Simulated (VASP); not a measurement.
# LiTa2O6 in VASP: notebook, part 2 of 2

VASP 6.6.1. Earlier steps stand in the parts before.

## (3) Single point, PBEsol

This run uses another cell than the first one, of 12.19 Å³/atom.

INCAR reads:

```
SYSTEM = LiTa2O6
PREC = Accurate ; ENCUT = 520
EDIFF = 1E-7 ; ISMEAR = -1
SIGMA = 0.05 ; LREAL = .False.
LASPH = .True. ; NELM = 100
ALGO = Normal ; ISIF = 2
LWAVE = .False. ; LCHARG = .True.
GGA = PS ; LELF = .True.
LVHAR = .True. ; NBANDS = 40
```

KPOINTS reads:

```
Automatic mesh
0
Gamma
  5 5 5
  0 0 0
```

POSCAR reads:

```
LiTa2O6
1.0
    5.2343018917      0.0000072390      0.0014102122
    2.6171568986      4.5330636358      0.0014079865
    2.6183975540      1.5117397109      4.6242695027
Li Ta O
1 2 6
Direct
    0.2097005418      0.2094795112      0.3712357439
    0.5019955086      0.5020259319      0.4940311175
    0.9921928009      0.9922022342      0.0234754078
    0.7623879737      0.1854139300      0.7370476685
    0.1851460640      0.3153800614      0.7367008848
    0.3150708919      0.7630417597      0.7364169202
    0.8731916941      0.6293186748      0.2441674169
    0.6296787741      0.2531497506      0.2443604300
    0.2535020843      0.8728544795      0.2439654104
```

Potentials or basis: VASP PAW PBE potentials, release 64 (Li_sv, Ta_pv, O).

Command:

```sh
$ cat potpaw_PBE.64/Li_sv/POTCAR potpaw_PBE.64/Ta_pv/POTCAR potpaw_PBE.64/O/POTCAR > POTCAR
$ mpirun -np 1 vasp_std > vasp.out
```

OUTCAR:

```text
SYSTEM = LiTa2O6
   PREC = Accurate
   ENCUT = 520
   EDIFF = 1E-7
   ISMEAR = -1
   LREAL = .False.
   LASPH = .True.
   NELM = 100
   ISIF = 2
   GGA = PS

 ion  position               nearest neighbor table
   1  0.210  0.209  0.371-   7 2.06   8 2.07   9 2.07   6 2.27   5 2.27   4 2.27   3 3.02   2 3.07
                             2 3.08   2 3.08
   2  0.502  0.502  0.494-   5 1.94   6 1.94   4 1.94   7 2.00   9 2.00   8 2.00   1 3.07   1 3.08
                             1 3.08
   3  0.992  0.992  0.023-   8 1.94   9 1.94   7 1.94   5 2.01   4 2.01   6 2.01   1 3.02
[... 1254 lines left out ...]
  in kB        7.0851872      6.9234130      7.3786706      0.1450911     -0.2258773     -0.3959439
  external PRESSURE =       7.1290903 kB  Pullay stress =       0.0000000 kB

 VOLUME and BASIS-vectors are now :
 -----------------------------------------------------------------------------
  energy-cutoff  :      520.00
  volume of cell :      109.70
      direct lattice vectors                 reciprocal lattice vectors
     5.234301892  0.000007239  0.001410212     0.191067031 -0.110289834 -0.072132458
     2.617156899  4.533063636  0.001407986     0.000019129  0.220612720 -0.072132279
     2.618397554  1.511739711  4.624269503    -0.000058273 -0.000033538  0.216294332

 POSITION                                       TOTAL-FORCE (eV/Angst)
 -----------------------------------------------------------------------------------
      2.61792      1.51080      1.71728         0.000270      0.000108      0.000572
      5.23505      3.02257      2.28595         0.000300      0.000052     -0.047743
      7.85165      4.53321      0.11135        -0.000282     -0.000302     -0.065797
      6.40571      1.95472      3.40964         0.012716     -0.036444      0.020279
      3.72349      2.54334      3.40741        -0.037989      0.007168      0.020226
      5.57441      4.57219      3.40691         0.025114      0.029399      0.020494
      6.85690      3.22187      1.13121        -0.003875     -0.045315      0.017264
      4.59829      1.51696      1.13123        -0.037040      0.025996      0.017465
      4.25010      4.32552      1.12975         0.040785      0.019338      0.017239
 -----------------------------------------------------------------------------------
    total drift:                                0.000102      0.000003      0.000372

  FREE ENERGIE OF THE ION-ELECTRON SYSTEM (eV)
  ---------------------------------------------------
  free  energy   TOTEN  =       -80.8449479423 eV

  energy  without entropy=      -80.7855407512  energy(sigma->0) =      -80.81524435
```

stdout:

```text
POSCAR found type information on POSCAR LiTaO
 POSCAR found :  3 types and       9 ions
 scaLAPACK will be used
 -----------------------------------------------------------------------------
|                                                                             |
|                                                                             |
|     You enforced a specific xc type in the INCAR file but a different       |
|     I HOPE YOU KNOW WHAT YOU ARE DOING!                                     |
|                                                                             |
 -----------------------------------------------------------------------------

 LDA part: xc-table for (Slater+PW92), standard interpolation
 POSCAR, INCAR and KPOINTS ok, starting setup
 FFT: planning ... GRIDC
 FFT: planning ... GRID_SOFT
 FFT: planning ... GRID
 WAVECAR not read
 entering main loop
```

It took 11 min on 1 thread of Intel Xeon 8259CL, shared host; peak memory 0.4 GiB.

What came out:

```
Free energy            : -80.8449 eV
Largest force          : 0.066 eV/Å
Band gap on the k mesh : zero (an odd number of electrons rules out a gap without spin polarisation)
```

Forces in eV/Å, atoms in the order of the input:
```
Li   0.000  0.000  0.001
Ta   0.000  0.000 -0.048
Ta   0.000  0.000 -0.066
O    0.013 -0.036  0.020
O   -0.038  0.007  0.020
O    0.025  0.029  0.020
O   -0.004 -0.045  0.017
O   -0.037  0.026  0.017
O    0.041  0.019  0.017
```

Caveat: the cutoff is under 1.25 times the usual one of these potentials, so pressure, stress and relaxed cells hold a basis-set (Pulay) error; the PAW data sets were made with another functional, which shifts forces and pressure a little; spin-orbit coupling is left out, which moves the levels of the heavy elements; an odd number of electrons without spin polarisation forces a metal; a magnetic or distorted state may lie lower.
